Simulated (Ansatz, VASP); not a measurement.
## Ga3BAs4: VASP beside Ansatz

```
B As Ga
1.0
     5.45026    0.00000    0.00000
     0.00000    5.45026    0.00000
     0.00000    0.00000    5.45026
B As Ga
1 4 3
Direct
  0.00000 0.00000 0.00000
  0.22906 0.22906 0.22906
  0.77094 0.77094 0.22906
  0.77094 0.22906 0.77094
  0.22906 0.77094 0.77094
  0.50000 0.50000 0.00000
  0.50000 0.00000 0.50000
  0.00000 0.50000 0.50000
```

Alike in both runs: task single point; functional PBE; k mesh 6 × 6 × 6; occupations fermi-dirac, width 0.02 eV; non-collinear spin, spin-orbit coupling.

```csv
,VASP,Ansatz
version,VASP 6.6.1,Ansatz 0.2.0
potentials or method,"VASP PAW PBE potentials, release 64 (B, As, Ga_d)","plane waves, PAW"
plane-wave cutoff (eV),520,420
valence electrons in the cell,62,102
```

```csv
,VASP,Ansatz,Ansatz less VASP
pressure (GPa),2.9,2.7,-0.25
rms of the force components (eV/Å),0.076,0.079,+0.0037
net moment per atom (μB),0.00,0.00,0.000
```

VASP's potentials hold 62 valence electrons a cell and Ansatz's 102, so a difference there can come from the potentials and not from the codes.
